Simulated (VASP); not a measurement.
Here is a VASP 6.6.1 calculation.

The input POSCAR:

```
Ga3BAs4
1.0
    5.4502578492      0.0000000000      0.0000000000
    0.0000000000      5.4502578492      0.0000000000
    0.0000000000      0.0000000000      5.4502578492
B As Ga
1 4 3
Direct
    0.0000000000      0.0000000000      0.0000000000
    0.2290595190      0.2290595190      0.2290595190
    0.7709404810      0.7709404810      0.2290595190
    0.7709404810      0.2290595190      0.7709404810
    0.2290595190      0.7709404810      0.7709404810
    0.5000000000      0.5000000000      0.0000000000
    0.5000000000      0.0000000000      0.5000000000
    0.0000000000      0.5000000000      0.5000000000
```

INCAR.step1

```
SYSTEM = Ga3BAs4
ALGO     = Normal         ! electronic algorithm
EDIFF    = 1E-4           ! SCF threshold, eV
ENCUT    = 520            ! plane-wave cutoff, eV
GGA      = PE             ! functional
ISMEAR   = 0              ! smearing method
LASPH    = .True.         ! aspherical terms in the spheres
LCHARG   = .False.        ! write CHGCAR
LREAL    = .False.        ! projectors in reciprocal space
LWAVE    = .True.         ! write WAVECAR
NBANDS   = 41             ! bands
NELM     = 80             ! most SCF steps
PREC     = Accurate       ! precision mode
SIGMA    = 0.01           ! smearing width, eV
```

Contents of INCAR.step2:

```
SYSTEM = Ga3BAs4
ALGO     = Normal         ! electronic algorithm
EDIFF    = 1E-6           ! SCF threshold, eV
ENCUT    = 520            ! plane-wave cutoff, eV
ISIF     = 2              ! what is computed and relaxed
ISMEAR   = 0              ! smearing method
ISTART   = 1            
LASPH    = .True.         ! aspherical terms in the spheres
LCHARG   = .False.        ! write CHGCAR
LMIXTAU  = .True.       
LREAL    = .False.        ! projectors in reciprocal space
LWAVE    = .False.        ! write WAVECAR
METAGGA  = R2SCAN         ! meta-GGA
NBANDS   = 41             ! bands
NELM     = 80             ! most SCF steps
PREC     = Accurate       ! precision mode
SIGMA    = 0.01           ! smearing width, eV
```

KPOINTS

```
k-points
0
Gamma
  6 6 6
  0 0 0
```

Potentials or basis: VASP PAW PBE potentials, release 64 (B, As, Ga_d).

The run is started by

```bash
$ cat potpaw_PBE.64/B/POTCAR potpaw_PBE.64/As/POTCAR potpaw_PBE.64/Ga_d/POTCAR > POTCAR
$ cp INCAR.step1 INCAR
$ mpirun -np 1 vasp_std > vasp.out
$ cp INCAR.step2 INCAR
$ mpirun -np 1 vasp_std > vasp.out
```

Task: Estimate the largest force.

Result: 0.005 eV/Å.

Task: Estimate the pressure.

Result: 0.2 GPa.

Task: Estimate the band gap on the k mesh.

Result: 0.80 eV (least direct gap 1.19 eV).

Forces in eV/Å, atoms in the order of the input:
```
B    0.000  0.000  0.000
As  -0.003 -0.003 -0.003
As   0.003  0.003 -0.003
As   0.003 -0.003  0.003
As  -0.003  0.003  0.003
Ga   0.000  0.000  0.000
Ga   0.000  0.000  0.000
Ga   0.000  0.000  0.000
```

Caveat: the PAW data sets were made with another functional, which shifts forces and pressure a little. A k mesh can miss the band edges.
